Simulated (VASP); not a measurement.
Here is a VASP 6.6.1 calculation.

File INCAR:

```
PREC = Accurate
ENCUT = 520
EDIFF = 1E-7
ISMEAR = -1
SIGMA = 0.05
LREAL = F
LASPH = T
NELM = 100
ALGO = Normal
ISIF = 2
LWAVE = F
LCHARG = F
GGA = PE
NBANDS = 12
```

The input KPOINTS:

```
Automatic mesh
0
Gamma
  13 13 13
```

Contents of POSCAR:

```
Y
1.0
    0.0000000000      2.4975189710      2.4601500000
    2.4975189710      0.0000000000      2.4601500000
    2.4975189710      2.4975189710      0.0000000000
Y
1
Direct
    0.0000000000      0.0000000000      0.0000000000
```

Potentials or basis: VASP PAW PBE potentials, release 64 (Y_sv).

Run with:

```sh
$ cat potpaw_PBE.64/Y_sv/POTCAR > POTCAR
$ mpirun -np 1 vasp_std > vasp.out
```

(1) Predict the band gap on the k mesh.

(2) What does it give for the pressure?

Results:

(1) zero (an odd number of electrons rules out a gap without spin polarisation).

(2) 2.3 GPa.
